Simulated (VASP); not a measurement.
Set up this calculation in VASP 6.6.1, as the native input.

- Task: single point
- Functional: RPBE
- Potentials or basis: VASP PAW PBE potentials, release 64 (Cd)
- Cutoff: 520 eV
- k mesh: 12 × 12 × 12
- Occupations: fermi-dirac, width 0.1 eV
- Spin: no spin polarisation
- Dipole correction: no
- Further INCAR settings: ALGO = Normal; EDIFF = 1e-07; NBANDS = 12

The structure of Cd lies in POSCAR:

```
Cd
1.0
    2.9389141581      0.0000000000      0.0000000000
    0.0000000000      2.9389141581      0.0000000000
    0.0000000000      0.0000000000      2.9389141581
Cd
1
Direct
    0.0000000000      0.0000000000      0.0000000000
```

This cell differs from its parent crystal: volume scaled by 0.88.

These files were run (other wordings do the same):

INCAR

```
ALGO = Normal ; EDIFF = 1E-7
ENCUT = 520 ; GGA = RP
ISIF = 2 ; ISMEAR = -1
LASPH = T ; LCHARG = F
LREAL = F ; LWAVE = F
NBANDS = 12 ; NELM = 60
PREC = Accurate ; SIGMA = 0.1
```

KPOINTS

```
k-points
0
Gamma
  12 12 12
```

Potentials or basis: VASP PAW PBE potentials, release 64 (Cd).

Run with:

```sh
$ cat potpaw_PBE.64/Cd/POTCAR > POTCAR
$ mpirun -np 1 vasp_std > vasp.out
```

It gave:

```
Pressure               : 4.5 GPa
Band gap on the k mesh : zero (band 6 reaches 6.59 eV, above the bottom of band 7 at -0.31 eV)
```

Caveat: the PAW data sets were made with another functional, which shifts forces and pressure a little.

It took 11 s on 1 thread of Intel(R) Xeon(R) Platinum 8259CL CPU @ 2.50GHz (Skylake/Cascade Lake), on a shared host, peak memory 0.15 GiB.
